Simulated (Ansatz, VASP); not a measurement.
Two plane-wave programs on AlN

The input POSCAR:

```
AlN
1.0
    3.1130000000      0.0000000000      0.0000000000
   -1.5565000000      2.6959370820      0.0000000000
    0.0000000000      0.0000000000      4.9810000000
Al N
2 2
Direct
    0.6666666667      0.3333333333      0.5000000000
    0.3333333333      0.6666666667      0.0000000000
    0.6666666667      0.3333333333      0.8800000000
    0.3333333333      0.6666666667      0.3800000000
```

INCAR.step1

```
ALGO = Normal
EDIFF = 1E-4
ENCUT = 520
GGA = PE
ISMEAR = -1
LASPH = True
LCHARG = False
LREAL = False
LWAVE = True
NBANDS = 16
NELM = 80
PREC = Accurate
SIGMA = 0.05
```

The input INCAR.step2:

```
ALGO = Normal
EDIFF = 1E-6
ENCUT = 520
ISIF = 2
ISMEAR = -1
ISTART = 1
LASPH = True
LCHARG = False
LMIXTAU = True
LREAL = False
LWAVE = False
METAGGA = R2SCAN
NBANDS = 16
NELM = 80
PREC = Accurate
SIGMA = 0.05
```

KPOINTS

```
k-points
0
Gamma
  10 10 6
```

input.yaml

```yaml
crystal:
  lattice:
    - [3.113, 0.0, 0.0]
    - [-1.5565, 2.695937082, 0.0]
    - [0.0, 0.0, 4.981]
  atoms:
    - { symbol: Al, position: [0.6666666667, 0.3333333333, 0.5] }
    - { symbol: Al, position: [0.3333333333, 0.6666666667, 0.0] }
    - { symbol: "N", position: [0.6666666667, 0.3333333333, 0.88] }
    - { symbol: "N", position: [0.3333333333, 0.6666666667, 0.38] }
hamiltonian:
  xc: r2scan
  pseudopotentials: { kind: paw }
kpoints:
  mp_grid: { grid: [10, 10, 6] }
  band_path:
    path:
      - [[0.0, 0.0, 0.0], [0.5, 0.0, 0.0], [0.3333333333, 0.3333333333, 0.0], [0.0, 0.0, 0.0], [0.0, 0.0, 0.5], [0.5, 0.0, 0.5], [0.3333333333, 0.3333333333, 0.5], [0.0, 0.0, 0.5]]
      - [[0.5, 0.0, 0.5], [0.5, 0.0, 0.0]]
      - [[0.3333333333, 0.3333333333, 0.0], [0.3333333333, 0.3333333333, 0.5]]
    npoints: 14
scf:
  occupations: { method: fermi_dirac, width: 0.05 }
  n_extra_bands: 10
output:
  forces: true
  stress: true
  eigenvalues: true
  fatbands: false
```

Alike in both runs: functional r2SCAN; k mesh 10 × 10 × 6; occupations fermi-dirac, width 0.05 eV; no spin polarisation.

```csv
,VASP,Ansatz
version,VASP 6.6.1,Ansatz 0.2.0
potentials or method,"VASP PAW PBE potentials, release 64 (Al, N)",Ansatz PAW
plane-wave cutoff (eV),520,500
valence electrons in the cell,16,16
task,single point,band structure
```

```csv
,VASP,Ansatz,Ansatz less VASP
gap on the k mesh at the Fermi level (eV),4.90,4.86,-0.040
least direct gap on the mesh (eV),4.90,4.86,-0.040
pressure (GPa),-1.3,-0.9,+0.39
"traceless stress, the component that is largest in VASP (GPa)",1.21,1.18,-0.032
rms of the force components (eV/Å),0.072,0.071,-0.0017
```

VASP's potentials were made for PBE, not for r2SCAN. Atom by atom the forces differ by 0.002 eV/Å (rms over components). The functional is the same, so the differences come from potentials, cutoffs and numerics.
